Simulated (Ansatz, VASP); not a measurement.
**BiTe in VASP and in Ansatz**

The input POSCAR:

```
BiTe
1.0
    0.0000000000      3.2350000000      3.2350000000
    3.2350000000      0.0000000000      3.2350000000
    3.2350000000      3.2350000000      0.0000000000
Bi Te
1 1
Direct
    0.0000000000      0.0000000000      0.0000000000
    0.5000000000      0.5000000000      0.5000000000
```

INCAR.step1

```
SYSTEM = BiTe
PREC = Accurate ; ENCUT = 520
EDIFF = 1E-5 ; ISMEAR = -1
SIGMA = 0.05 ; LREAL = .FALSE.
LASPH = .TRUE. ; NELM = 80
ALGO = Normal ; ISIF = 2
LWAVE = .TRUE. ; NBANDS = 18
GGA = PE
```

File INCAR.step2:

```
SYSTEM = BiTe
PREC = Accurate ; ENCUT = 520
EDIFF = 1E-6 ; ISMEAR = -1
SIGMA = 0.05 ; LREAL = .FALSE.
LASPH = .TRUE. ; NELM = 80
ALGO = Normal ; ISIF = 2
LWAVE = .FALSE. ; LCHARG = .TRUE.
GGA = PE ; LHFCALC = .TRUE.
AEXX = 0.25 ; HFSCREEN = 0.2078699
PRECFOCK = Normal ; LELF = .TRUE.
LVHAR = .TRUE. ; NBANDS = 18
ISTART = 1
```

File KPOINTS:

```
regular mesh
0
G
  4 4 4
  0 0 0
```

input.yaml

```yaml
crystal:
  lattice:
    - [0.0, 3.235, 3.235]
    - [3.235, 0.0, 3.235]
    - [3.235, 3.235, 0.0]
  atoms:
    - { symbol: Bi, position: [0.0, 0.0, 0.0] }
    - { symbol: Te, position: [0.5, 0.5, 0.5] }
hamiltonian:
  xc:
    exchange: pbe
    correlation: pbe
    exx: { coeff: 0.25, omega: 0.2078699 }
  pseudopotentials: { kind: paw }
kpoints:
  mp_grid: { grid: [4, 4, 4] }
scf:
  occupations: { method: fermi_dirac, width: 0.05 }
output:
  forces: true
  stress: true
  eigenvalues: true
```

Alike in both runs: task single point; functional PBE-based screened hybrid with a share of 0.25 of exact exchange and HFSCREEN = 0.2078699; k mesh 4 × 4 × 4; occupations fermi-dirac, width 0.05 eV; no spin polarisation.

```csv
,VASP,Ansatz
version,VASP 6.6.1,Ansatz 0.2.0
potentials or method,"VASP PAW PBE potentials, release 64 (Bi_d, Te)",Ansatz PAW
plane-wave cutoff (eV),520,420
valence electrons in the cell,21,31
```

```tsv
	VASP	Ansatz	Ansatz less VASP
gap on the k mesh at the Fermi level (eV)	none	none	-
pressure (GPa)	-1.5	-1.3	+0.18
```

VASP's potentials were made for PBE, not for PBE-based screened hybrid. A gap of «none» marks a metal or a gap that the smearing closes. The functional is the same, so the differences come from potentials, cutoffs and numerics. VASP's potentials hold 21 valence electrons a cell and Ansatz's 31, so a difference there can come from the potentials and not from the codes.

The k mesh is coarse, so the values compare programs but aren't converged. Spin-orbit coupling is off throughout.
